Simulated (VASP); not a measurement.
## Sr: single point with r2SCAN

Crystal: Sr.

```xyz
1
Lattice="-2.4250 2.4250 2.2310 2.4250 -2.4250 2.2310 2.4250 2.4250 -2.2310" Properties=species:S:1:pos:R:3 pbc="T T T"
Sr    0.0000    0.0000    0.0000
```

This cell differs from its parent crystal: strain +0.000 along x and y, -0.080 along z.

```
Program             : VASP 6.6.1
Task                : single point
Functional          : r2SCAN
Potentials or basis : VASP PAW PBE potentials, release 64 (Sr_sv)
Cutoff              : 520 eV
k mesh              : 14 × 14 × 14
Occupations         : gaussian, width 0.15 eV
Spin                : no spin polarisation
```

* Pressure: 0.9 GPa
* Band gap on the k mesh: zero (bands 5 and 6 overlap by 0.37 eV)

Stress tensor (GPa, compression positive):
```
0.71 0.00 0.00
0.00 0.71 0.00
0.00 0.00 1.14
```

Levels at points of the mesh, in eV from the Fermi level:
```
           k point  band 2  band 3  band 4  band 5  band 6  band 7  band 8  band 9
(0.00, 0.00, 0.00)  -19.18  -19.17  -19.17   -3.89    2.47    3.03    3.03    3.79
(0.50, 0.00, 0.00)  -19.42  -19.25  -19.19   -0.92    0.32    1.29    4.14    5.10
(0.50, 0.50, 0.00)  -19.41  -19.25  -19.16   -1.08    0.03    1.90    3.65    4.54
(0.50, 0.50, 0.50)  -19.35  -19.35  -19.32   -0.27   -0.08    3.68    3.68    4.99
```

Run time: 9.3 min on 1 thread of Oxide Virtual Turin-like Processor (shared host), peak memory 0.25 GiB.

Caveat: the cell differs from its parent crystal (strain +0.000 along x and y, -0.080 along z); the PAW data sets were made with another functional, which shifts forces and pressure a little.
